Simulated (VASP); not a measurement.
The system is Mo.

```
Mo
1.0
     4.99603    0.00000    0.00000
     0.00000    4.99603    0.00000
     0.00000    0.00000    4.99603
Mo
8
Cartesian
  0.0000 0.0000 0.0000
  2.4980 2.4980 2.4980
  1.2490 0.0000 2.4980
  3.7470 0.0000 2.4980
  2.4980 1.2490 0.0000
  2.4980 3.7470 0.0000
  0.0000 2.4980 1.2490
  0.0000 2.4980 3.7470
```

| Property | Result |
| --- | --- |
| Program | VASP 6.6.1 |
| Task | relaxation of cell and atoms |
| Functional | PBE |
| Potentials or basis | VASP PAW PBE potentials, release 64 (Mo_sv) |
| Cutoff | 600 eV |
| k mesh | 5 × 5 × 5 |
| Occupations | fermi-dirac, width 0.1 eV |
| Spin | no spin polarisation |

At the start: pressure 7.9 GPa; volume 15.59 Å³/atom.

Question: How do energy, volume and symmetry change on relaxing?

Answer: Over 4 steps the energy falls by 11.1 meV/atom and the volume is 16.05 Å³/atom (+3.0 %); space group Pm-3n (No. 223, to 0.05 Å).

The path:
| step | energy change (eV) | largest force (eV/Å) | pressure (GPa) | volume (Å³) |
| --- | --- | --- | --- | --- |
| 1 | 0.0000 | 0.0000 | 7.90 | 124.70 |
| 2 | 0.5192 | 0.0000 | -17.02 | 139.09 |
| 3 | -0.0890 | 0.0000 | -0.23 | 128.53 |
| 4 | -0.0891 | 0.0000 | -0.01 | 128.42 |

Final structure:
```
Mo
1.0
     5.04515    0.00000    0.00000
     0.00000    5.04515    0.00000
     0.00000    0.00000    5.04515
Mo
8
Cartesian
  0.0000 0.0000 0.0000
  2.5226 2.5226 2.5226
  1.2613 0.0000 2.5226
  3.7839 0.0000 2.5226
  2.5226 1.2613 0.0000
  2.5226 3.7839 0.0000
  0.0000 2.5226 1.2613
  0.0000 2.5226 3.7839
```
